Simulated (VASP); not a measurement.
Here is a VASP 6.6.1 calculation.

Contents of POSCAR:

```
H
1.0
   -1.8273431164      1.8273431164      2.3404364281
    1.8273431164     -1.8273431164      2.3404364281
    1.8273431164      1.8273431164     -2.3404364281
H
2
Direct
    0.9207567407      0.9207567407      0.0000000000
    0.0792432593      0.0792432593      0.0000000000
```

File INCAR.step1:

```
  PREC = Accurate
  ENCUT = 520
  ISMEAR = 0
  SIGMA = 0.01
  LREAL = False
  LASPH = True
  NELM = 80
  NBANDS = 8
  GGA = PE
  ALGO = Normal
  EDIFF = 1E-4
  LWAVE = True
  LCHARG = False
```

INCAR.step2

```
  PREC = Accurate
  ENCUT = 520
  EDIFF = 1E-6
  ISMEAR = 0
  SIGMA = 0.01
  LREAL = False
  LASPH = True
  NELM = 80
  ALGO = Normal
  ISIF = 2
  LWAVE = False
  LCHARG = False
  METAGGA = R2SCAN
  LMIXTAU = True
  NBANDS = 8
  ISTART = 1
```

Contents of KPOINTS:

```
regular mesh
0
Gamma
  10 10 10
```

Potentials or basis: VASP PAW PBE potentials, release 64 (H).

Launch:

```sh
$ cat potpaw_PBE.64/H/POTCAR > POTCAR
$ cp INCAR.step1 INCAR
$ mpirun -np 1 vasp_std > vasp.out
$ cp INCAR.step2 INCAR
$ mpirun -np 1 vasp_std > vasp.out
```

(1) What does it give for the band gap on the k mesh?

(2) Estimate the largest force.

(3) Predict the pressure.

Answers

(1) 10.30 eV (least direct gap 10.75 eV).

(2) 0.005 eV/Å.

(3) -0.1 GPa.

Caveat: the PAW data sets were made with another functional, which shifts forces and pressure a little.
